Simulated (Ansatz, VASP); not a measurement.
## One calculation of Cu3O2, two programs

```
Cu O
1.0
    -2.02298    2.02298    3.67362
     2.02298   -2.02298    3.67362
     2.02298    2.02298   -3.67362
Cu O
3 2
Cartesian
  0.0000 0.0000 0.0000
  0.0000 2.0230 1.8368
  2.0230 0.0000 1.8368
  0.0000 2.0230 0.0000
  2.0230 0.0000 0.0000
```

Alike in both runs: functional LDA; k mesh 9 × 9 × 9; occupations fermi-dirac, width 0.05 eV; no spin polarisation.

|  | VASP | Ansatz |
| --- | --- | --- |
| version | VASP 6.6.1 | Ansatz 0.2.0 |
| potentials or method | VASP PAW LDA potentials, release 64 (Cu_sv_GW, O) | Ansatz PAW |
| plane-wave cutoff (eV) | 700 | 420 |
| valence electrons in the cell | 69 | 69 |
| task | single point | projected density of states |

Ansatz gave:

- gap on the k mesh at the Fermi level (eV): none
- pressure (GPa): -11.8
- traceless stress, the component that is largest in VASP (GPa): -5.56

**Question.** Which values does VASP return?

**Answer.** gap on the k mesh at the Fermi level (eV): none; pressure (GPa): -14.4; traceless stress, the component that is largest in VASP (GPa): -4.95.

LDA's correlation is that of Perdew and Zunger in VASP and of Perdew and Wang (1992) in Ansatz. A gap of «none» marks a metal or a gap that the smearing closes.
